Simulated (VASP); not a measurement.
# TaN (P6_3mc) in VASP: single point with PBE+U

Aim: the single point of TaN with PBE+U.

All numbers are computed with VASP 6.6.1; they aren't measurements. Logs are shortened: lines on timing, memory, paths and dates and some standing lists are left out, and cuts for length are marked.

## (1) The cell of the first run

The structure is hexagonal, space group P6_3mc (No. 186). Conventional cell: a = 3.050 Å, b = 3.050 Å, c = 4.940 Å, α = 90.00°, β = 90.00°, γ = 120.00°. Ta (site symmetry 3m) has 4 N at 1.85 to 1.90 Å within 2.5 Å. N (site symmetry 3m) has 4 Ta at 1.85 to 1.90 Å within 2.5 Å.

## (2) Single point, PBE+U, collinear spin, ferromagnetic start

File INCAR:

```
PREC = Accurate
ENCUT = 520
EDIFF = 1E-6
ISMEAR = 0
SIGMA = 0.05
LREAL = F
LASPH = T
NELM = 150
ALGO = Normal
ISIF = 2
LWAVE = F
LCHARG = F
ISPIN = 2
MAGMOM = -0.02 -0.02 0 0
LORBIT = 11
LMAXMIX = 4
LDAU = T
LDAUTYPE = 2
LDAUL = 2 -1
LDAUU = 6 0
LDAUJ = 0 0
LDAUPRINT = 1
GGA = PE
NBANDS = 28
```

File KPOINTS:

```
regular mesh
0
Gamma
  7 7 4
```

File POSCAR:

```
TaN
1.0
    3.0500020400      0.0000000000      0.0000000000
   -1.5250010200      2.6413792500      0.0000000000
    0.0000000000      0.0000000000      4.9400015300
Ta N
2 2
Direct
    0.3333333333      0.6666666667      0.0000000000
    0.6666666667      0.3333333333      0.5000000000
    0.3333333333      0.6666666667      0.3850000000
    0.6666666667      0.3333333333      0.8850000000
```

Potentials or basis: VASP PAW PBE potentials, release 64 (Ta_pv, N).

The run is started by

```
$ cat potpaw_PBE.64/Ta_pv/POTCAR potpaw_PBE.64/N/POTCAR > POTCAR
$ mpirun -np 1 vasp_std > vasp.out
```

OUTCAR:

```text
PREC = Accurate
   ENCUT = 520
   EDIFF = 1E-6
   ISMEAR = 0
   LREAL = F
   LASPH = T
   NELM = 150
   ISIF = 2
   ISPIN = 2
   LORBIT = 11
   GGA = PE

 ion  position               nearest neighbor table
   1  0.333  0.667  0.000-   4 1.85   4 1.85   4 1.85   3 1.90   2 3.03   2 3.03   2 3.03   2 3.03
                             2 3.03   2 3.03
   2  0.667  0.333  0.500-   3 1.85   3 1.85   3 1.85   4 1.90   1 3.03   1 3.03   1 3.03   1 3.03
                             1 3.03   1 3.03
   3  0.333  0.667  0.385-   2 1.85   2 1.85   2 1.85   1 1.90
   4  0.667  0.333  0.885-   1 1.85   1 1.85   1 1.85   2 1.90

  LATTYP: Found a hexagonal cell.
 ALAT       =     3.0500020400
 C/A-ratio  =     1.6196715495

  Lattice vectors:

 A1 = (   3.0500020400,   0.0000000000,   0.0000000000)
 A2 = (  -1.5250010200,   2.6413792500,   0.0000000000)
 A3 = (   0.0000000000,   0.0000000000,   4.9400015300)

Analysis of symmetry for initial positions (statically):
=====================================================================
 Subroutine PRICEL returns:
 Original cell was already a primitive cell.

 Routine SETGRP: Setting up the symmetry group for a
 hexagonal supercell.

 Subroutine GETGRP returns: Found 12 space group operations
 (whereof  6 operations were pure point group operations)
 out of a pool of 24 trial point group operations.

The static configuration has the point symmetry C_3v.
 The point group associated with its full space group is C_6v.

Analysis of symmetry for dynamics (positions and initial velocities):
=====================================================================
 Subroutine PRICEL returns:
 Original cell was already a primitive cell.

 Routine SETGRP: Setting up the symmetry group for a
 hexagonal supercell.

 Subroutine GETGRP returns: Found 12 space group operations
 (whereof  6 operations were pure point group operations)
 out of a pool of 24 trial point group operations.

The dynamic configuration has the point symmetry C_3v.
[... 223 lines left out ...]
  o =  0.3314  v =  0.0000  0.0000  0.0000  0.0000  0.0000  0.0000 -0.0000 -1.0000 -0.0000  0.0000      0.0000  0.0000  0.0000  0.0000  0.0000  0.0000  0.0000  0.0000  0.0000  0.0000
  o =  0.3526  v =  0.8302 -0.0000  0.0000 -0.5574  0.0000  0.0000  0.0000  0.0000  0.0000  0.0000      0.0000  0.0000  0.0000  0.0000  0.0000  0.0000  0.0000  0.0000  0.0000  0.0000
  o =  0.3526  v = -0.0000 -0.5574  0.0000  0.0000  0.8302  0.0000  0.0000  0.0000  0.0000  0.0000      0.0000  0.0000  0.0000  0.0000  0.0000  0.0000  0.0000  0.0000  0.0000  0.0000
  o =  0.3527  v =  0.0000  0.0000  0.0000  0.0000  0.0000  0.8302 -0.0000  0.0000 -0.5574  0.0000      0.0000  0.0000  0.0000  0.0000  0.0000  0.0000  0.0000  0.0000  0.0000  0.0000
  o =  0.3527  v =  0.0000  0.0000  0.0000  0.0000  0.0000 -0.0000 -0.5574  0.0000  0.0000  0.8302      0.0000  0.0000  0.0000  0.0000  0.0000  0.0000  0.0000  0.0000  0.0000  0.0000

 number of electron      32.0000000 magnetization      -0.0004543

 Free energy of the ion-electron system (eV)
  ---------------------------------------------------
  ext. energy  EPLUGINS =         0.00000000
  ---------------------------------------------------
  free energy    TOTEN  =       -25.40247730 eV

  energy without entropy =      -25.39854027  energy(sigma->0) =      -25.40050879

 E-fermi :  10.5042     XC(G=0): -13.5758

 val. band max:       10.4718205571   @ k =   0.1429   0.0000   0.0000
 cond. band min:      10.5077510150   @ k =   0.1429   0.0000   0.2500
 fundamental gap:      0.0359304579
 Fermi energy:        10.5041855354

 spin component 1

 k-point     1 :       0.0000    0.0000    0.0000
  band No.  band energies     occupation
      1     -26.7439      1.00000
      2     -25.6555      1.00000
      3     -25.6555      1.00000
      4     -25.4715      1.00000
      5     -25.4715      1.00000
      6     -25.4460      1.00000
[... 733 lines left out ...]
     27      22.8488      0.00000
     28      22.8490      0.00000
 Fermi energy:        10.5041855354

 spin component 2

 k-point     1 :       0.0000    0.0000    0.0000
  band No.  band energies     occupation
      1     -26.7440      1.00000
      2     -25.6557      1.00000
      3     -25.6557      1.00000
      4     -25.4716      1.00000
      5     -25.4716      1.00000
      6     -25.4461      1.00000
[... 733 lines left out ...]
     27      22.8491      0.00000
     28      22.8494      0.00000

------------------------ aborting loop because EDIFF is reached ----------------------------------------

  FORCE on cell =-STRESS in cart. coord.  units (eV):
  Direction    XX          YY          ZZ          XY          YZ          ZX
  --------------------------------------------------------------------------------------
  -------------------------------------------------------------------------------------
  Total       42.7900837     42.7900837     38.3055477     -0.0000000     -0.0000000      0.0000000
  in kB     1722.6448220   1722.6448243   1542.1062012     -0.0000000     -0.0000000      0.0000000
  external PRESSURE =    1662.4652825 kB  Pullay stress =       0.0000000 kB

 VOLUME and BASIS-vectors are now :
 -----------------------------------------------------------------------------
  energy-cutoff  :      520.00
  volume of cell :       39.80
      direct lattice vectors                 reciprocal lattice vectors
     3.050002040  0.000000000  0.000000000     0.327868633  0.189295043  0.000000000
    -1.525001020  2.641379250  0.000000000     0.000000000  0.378590087  0.000000000
     0.000000000  0.000000000  4.940001530     0.000000000  0.000000000  0.202429087

 POSITION                                       TOTAL-FORCE (eV/Angst)
 -----------------------------------------------------------------------------------
     -0.00000      1.76092      0.00000         0.000000      0.000000      2.416405
      1.52500      0.88046      2.47000        -0.000000      0.000000      2.416405
     -0.00000      1.76092      1.90190         0.000000     -0.000000     -2.416405
      1.52500      0.88046      4.37190        -0.000000      0.000000     -2.416405
 -----------------------------------------------------------------------------------
    total drift:                               -0.000000      0.000000      0.000396

  FREE ENERGIE OF THE ION-ELECTRON SYSTEM (eV)
  ---------------------------------------------------
  free  energy   TOTEN  =       -25.4024773012 eV

  energy  without entropy=      -25.3985402708  energy(sigma->0) =      -25.40050879

 total charge

# of ion       s       p       d       tot
------------------------------------------
    1        0.424   6.443   2.773   9.640
    2        0.424   6.443   2.773   9.640
    3        1.305   2.797   0.000   4.103
    4        1.305   2.797   0.000   4.103
--------------------------------------------------
tot          3.458  18.482   5.546  27.485

 magnetization (x)

# of ion       s       p       d       tot
------------------------------------------
    1       -0.000  -0.000  -0.000  -0.000
    2       -0.000  -0.000  -0.000  -0.000
    3       -0.000   0.000   0.000   0.000
    4       -0.000   0.000   0.000   0.000
--------------------------------------------------
tot         -0.000   0.000  -0.000  -0.000
```

OSZICAR:

```text
N       E                     dE             d eps       ncg     rms          rms(c)
DAV:   1     0.309887595535E+03    0.30989E+03   -0.16745E+04  2688   0.122E+03
DAV:   2    -0.179015705415E+02   -0.32779E+03   -0.31093E+03  2972   0.391E+02
DAV:   3    -0.339506418284E+02   -0.16049E+02   -0.15768E+02  3224   0.850E+01
DAV:   4    -0.340841574669E+02   -0.13352E+00   -0.13329E+00  3040   0.807E+00
DAV:   5    -0.340849968318E+02   -0.83936E-03   -0.83928E-03  3232   0.613E-01    0.583E+01
DAV:   6    -0.252748253542E+02    0.88102E+01   -0.19308E+01  2868   0.372E+01    0.230E+01
DAV:   7    -0.253804268075E+02   -0.10560E+00   -0.14007E+00  3044   0.820E+00    0.130E+01
DAV:   8    -0.254120624752E+02   -0.31636E-01   -0.17801E-01  3052   0.263E+00    0.199E+00
DAV:   9    -0.254005630259E+02    0.11499E-01   -0.22309E-02  3072   0.978E-01    0.255E-01
DAV:  10    -0.254020650173E+02   -0.15020E-02   -0.26191E-03  3216   0.401E-01    0.169E-01
DAV:  11    -0.254024119114E+02   -0.34689E-03   -0.20902E-04  3136   0.120E-01    0.472E-02
DAV:  12    -0.254024412244E+02   -0.29313E-04   -0.50223E-05  3244   0.620E-02    0.316E-02
DAV:  13    -0.254024769931E+02   -0.35769E-04   -0.30260E-05  3136   0.404E-02    0.145E-02
DAV:  14    -0.254024808750E+02   -0.38819E-05   -0.21647E-06  2600   0.103E-02    0.994E-03
DAV:  15    -0.254024868103E+02   -0.59353E-05   -0.18892E-06  2664   0.102E-02    0.938E-03
DAV:  16    -0.254024897088E+02   -0.28985E-05   -0.53955E-07  1900   0.536E-03    0.101E-02
DAV:  17    -0.254024782205E+02    0.11488E-04   -0.12812E-05  3064   0.256E-02    0.639E-03
DAV:  18    -0.254024773012E+02    0.91925E-06   -0.35996E-06  2776   0.126E-02
   1 F= -.25402477E+02 E0= -.25400509E+02  d E =-.393703E-02  mag=    -0.0002
```

It took 54 s on 1 thread of Intel Xeon Platinum 8259CL at 2.50GHz (Skylake/Cascade Lake), shared host; peak memory 0.2 GiB.

What came out:

```yaml
Free_energy: -25.4025 eV
Pressure: 166.2 GPa
Largest_force: 2.416 eV/Å
Band_gap_on_the_k_mesh: zero (filled and empty bands overlap)
Net_moment: 0.00 μB per cell
Valence_electrons_inside_the_program's_atomic_spheres: Ta 9.64; N 4.10
```

Forces in eV/Å, atoms in the order of the input:
```
Ta   0.000  0.000  2.416
Ta   0.000  0.000  2.416
N    0.000  0.000 -2.416
N    0.000  0.000 -2.416
```

Levels at points of the mesh, in eV from the Fermi level:
Spin up:
```csv
k point,band 14,band 15,band 16,band 17,band 18,band 19
"(0.00, 0.00, 0.00)",-8.07,-0.95,-0.33,-0.33,1.81,3.00
"(0.00, 0.00, 0.50)",-8.66,1.34,1.34,1.72,1.72,1.72
```
Spin down:
| k point | band 13 | band 14 | band 15 | band 16 | band 17 | band 18 | band 19 | band 20 |
| --- | --- | --- | --- | --- | --- | --- | --- | --- |
| (0.00, 0.00, 0.00) | -8.07 | -8.07 | -0.95 | -0.33 | -0.33 | 1.81 | 3.00 | 3.00 |
| (0.00, 0.00, 0.50) | -8.66 | -8.66 | 1.34 | 1.34 | 1.72 | 1.72 | 1.72 | 1.72 |

Eigenvalues of the final occupation matrices:
| site | spin | trace | eigenvalues |
| --- | --- | --- | --- |
| site 1 d | 1 | 1.42 | 0.19 0.19 0.33 0.35 0.35 |
| site 1 d | 2 | 1.42 | 0.19 0.19 0.33 0.35 0.35 |
| site 2 d | 1 | 1.42 | 0.19 0.19 0.33 0.35 0.35 |
| site 2 d | 2 | 1.42 | 0.19 0.19 0.33 0.35 0.35 |

Caveat: spin-orbit coupling is left out, which moves the levels of the heavy elements; forces of over 1 eV/Å act on the atoms, so gaps and moduli don't describe the material at rest. The state reached can hang on the start; a lower one may exist.
